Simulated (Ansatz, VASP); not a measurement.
**Zr: VASP beside Ansatz**

File INCAR:

```
SYSTEM = Zr
ALGO = Normal
EDIFF = 1E-8
ENCUT = 520
GGA = PS
ISIF = 2
ISMEAR = -1
LASPH = .True.
LCHARG = .False.
LEFG = .True.
LREAL = .False.
LWAVE = .False.
NBANDS = 19
NELM = 60
PREC = Accurate
SIGMA = 0.08
```

File KPOINTS:

```
k-points
0
Gamma
  13 13 7
  0 0 0
```

The input POSCAR:

```
Zr
1.0
    3.2319982225     -0.0484799733     -0.0484799733
   -1.6579839997      2.8232325523     -0.0177449018
   -0.0772050000     -0.0772050000      5.1470000000
Zr
2
Direct
    0.3333333333      0.6666666667      0.2500000000
    0.6666666667      0.3333333333      0.7500000000
```

Input for Ansatz:

```yaml
crystal:
  lattice:
    - [3.2319982225, -0.0484799733, -0.0484799733]
    - [-1.6579839997, 2.8232325523, -0.0177449018]
    - [-0.077205, -0.077205, 5.147]
  atoms:
    - { symbol: Zr, position: [0.3333333333, 0.6666666667, 0.25] }
    - { symbol: Zr, position: [0.6666666667, 0.3333333333, 0.75] }
kpoints:
  mp_grid: { grid: [13, 13, 7] }
scf:
  occupations: { method: fermi_dirac, width: 0.08 }
hamiltonian:
  xc: pbesol
  pseudopotentials: { kind: all_electron, datasets: crystal }
output:
  forces: true
  stress: true
  eigenvalues: true
  efg: { contact_densities: true }
```

Change from the starting cell: equal xy, yz and zx shear strains of -3 %, crystal datasets.

Alike in both runs: task electric field gradients; functional PBEsol; k mesh 13 × 13 × 7; occupations fermi-dirac, width 0.08 eV; no spin polarisation.

|  | VASP | Ansatz |
| --- | --- | --- |
| version | VASP 6.6.1 | Ansatz 0.2.0 |
| potentials or method | VASP PAW PBE potentials, release 64 (Zr_sv), cutoff 520 eV | all-electron PAW with datasets made for the crystal, scalar-relativistic |

|  | VASP | Ansatz | Ansatz less VASP |
| --- | --- | --- | --- |
| pressure (GPa) | -3.2 | -3.2 | -0.03 |
| traceless stress, the component that is largest in VASP (GPa) | 1.41 | 1.40 | -0.003 |
| rms of the force components (eV/Å) | 0.036 | 0.036 | -0.0001 |
| size of Vzz on the site where it differs most (V/Å²) | 43.9 | 44.1 | +0.21 |

VASP's potentials were made for PBE, not for PBEsol. Atom by atom the forces differ by 0.000 eV/Å (rms over components). Ansatz ran all-electron here, and VASP with PAW potentials.
